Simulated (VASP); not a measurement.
A run of VASP 6.6.1 is set up as follows.

POSCAR

```
PbO
1.0
    0.0000000000      2.6065174966      2.6065174966
    2.6065174966      0.0000000000      2.6065174966
    2.6065174966      2.6065174966      0.0000000000
Pb O
1 1
Direct
    0.0000000000      0.0000000000      0.0000000000
    0.5000000000      0.5000000000      0.5000000000
```

File INCAR.step1:

```
SYSTEM = PbO
ALGO = Normal
EDIFF = 1E-8
ENCUT = 500
GGA = PE
ISMEAR = 0
LASPH = .True.
LCHARG = .False.
LREAL = .False.
LWAVE = .True.
NELM = 80
PREC = Accurate
SIGMA = 0.01
```

The input INCAR.step2:

```
SYSTEM = PbO
ALGO = Exact
EDIFF = 1E-8
ENCUT = 500
GGA = PE
ISMEAR = 0
ISTART = 1
LASPH = .True.
LCHARG = .False.
LOPTICS = .True.
LREAL = .False.
LWAVE = .True.
NBANDS = 91
NELM = 1
PREC = Accurate
SIGMA = 0.01
```

File INCAR.step3:

```
SYSTEM = PbO
ALGO = EVGW0
EDIFF = 1E-8
ENCUT = 500
ENCUTGW = 100.0
GGA = PE
ISMEAR = 0
ISTART = 1
LASPH = .True.
LCHARG = .False.
LREAL = .False.
LWAVE = .False.
NBANDS = 91
NBANDSGW = 19
NELMGW = 1
NOMEGA = 96
OMEGAMAX = 20
PREC = Accurate
PRECFOCK = Fast
SIGMA = 0.01
```

KPOINTS

```
k-points
0
Gamma
  6 6 6
  0 0 0
```

Potentials or basis: VASP PAW PBE potentials, release 64 (Pb_d_GW, O_GW).

Command:

```bash
$ cat potpaw_PBE.64/Pb_d_GW/POTCAR potpaw_PBE.64/O_GW/POTCAR > POTCAR
$ cp INCAR.step1 INCAR
$ mpirun -np 1 vasp_std > vasp.out
$ cp INCAR.step2 INCAR
$ mpirun -np 1 vasp_std > vasp.out
$ cp INCAR.step3 INCAR
$ mpirun -np 1 vasp_std > vasp.out
```

Q: Estimate the quasiparticle gap.

A: 0.77 eV.

Q: Predict the least direct quasiparticle gap.

A: 0.98 eV.

Q: Estimate the band gap of the starting levels on the mesh.

A: 0.55 eV.

Q: Predict the least direct gap of the starting levels on the mesh.

A: 0.55 eV.

Caveat: bands, screening cutoff and mesh are small and nothing is extrapolated, so the quasiparticle values aren't converged; the structure was generated, so it needn't be the stable form of PbO; spin-orbit coupling is left out, which moves the levels of the heavy elements.
